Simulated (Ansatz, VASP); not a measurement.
## BaTiO3 in VASP and in Ansatz

```
Ba Ti O
1.0
     3.97204    0.00000    0.00000
     0.00000    3.97204    0.00000
     0.00000    0.00000    4.11300
Ba Ti O
1 1 3
Direct
  0.50000 0.50000 0.58504
  0.00000 0.00000 0.10316
  0.00000 0.50000 0.06291
  0.50000 0.00000 0.06291
  0.00000 0.00000 0.54597
```

Alike in both runs: task single point; functional HSE06; k mesh 4 × 4 × 4; no spin polarisation.

|  | VASP | Ansatz |
| --- | --- | --- |
| version | VASP 6.6.1 | Ansatz 0.2.0 |
| potentials or method | VASP PAW PBE potentials, release 64 (Ba_sv, Ti_sv, O) | plane waves, PAW |
| plane-wave cutoff (eV) | 520 | 420 |
| occupations | gaussian, width 0.01 eV | fixed |
| valence electrons in the cell | 40 | 40 |

Ansatz gave:

| Property | Result |
| --- | --- |
| gap on the k mesh at the Fermi level (eV) | 3.31 |
| pressure (GPa) | -2.1 |
| rms of the force components (eV/Å) | 0.105 |

Estimate VASP's values.

gap on the k mesh at the Fermi level (eV): 3.25; pressure (GPa): -0.5; rms of the force components (eV/Å): 0.083.

Atom by atom the forces differ by 0.025 eV/Å (rms over components). Ansatz's warnings: stress exchange threshold loose, stress scf threshold loose.

Neither program's run includes spin-orbit coupling.
